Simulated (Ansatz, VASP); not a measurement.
## ScF: VASP beside Ansatz

```
Sc F
1.0
     3.37934    0.00000    0.00000
    -1.68967    2.92660    0.00000
     0.00000    0.00000    4.05399
Sc F
1 1
Direct
  0.00000 0.00000 0.88527
  0.00000 0.00000 0.38528
```

Alike in both runs: functional PBE; k mesh 7 × 7 × 5; occupations gaussian, width 0.2 eV; no spin polarisation.

Ansatz relaxed the structure, and its values are those at the end. VASP's run is a single point on that final structure, the one shown.

```csv
,VASP,Ansatz
version,VASP 6.6.1,Ansatz 0.2.0
potentials or method,"VASP PAW PBE potentials, release 64 (Sc_sv, F), cutoff 600 eV","scalar-relativistic, plane waves, PAW"
valence electrons in the cell,18,18
```

|  | VASP | Ansatz | Ansatz less VASP |
| --- | --- | --- | --- |
| gap on the k mesh at the Fermi level (eV) | 0.15 | 0.14 | -0.002 |
| least direct gap on the mesh (eV) | 0.19 | 0.19 | -0.001 |
| pressure (GPa) | 0.0 | -0.3 | -0.27 |
